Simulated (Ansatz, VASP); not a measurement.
**As: VASP beside Ansatz**

```
As
1.0
     0.00000    1.93437    2.65795
     1.93335    0.00000    2.65795
     1.93335    1.93437    0.00000
As
1
Direct
  0.00000 0.00000 0.00000
```

Alike in both runs: functional PBE; k mesh 22 × 22 × 22; occupations gaussian, width 0.1 eV; no spin polarisation.

Ansatz relaxed the structure, and its values are those at the end. VASP's run is a single point on that final structure, the one shown.

|  | VASP | Ansatz |
| --- | --- | --- |
| version | VASP 6.6.1 | Ansatz 0.2.0 |
| potentials or method | VASP PAW PBE potentials, release 64 (As), cutoff 520 eV | scalar-relativistic, plane waves, PAW |
| valence electrons in the cell | 5 | 15 |

```csv
,VASP,Ansatz,Ansatz less VASP
gap on the k mesh at the Fermi level (eV),none,none,-
pressure (GPa),0.1,0.0,-0.10
```

A gap of «none» marks a metal or a gap that the smearing closes. VASP's potentials hold 5 valence electrons a cell and Ansatz's 15, so a difference there can come from the potentials and not from the codes.
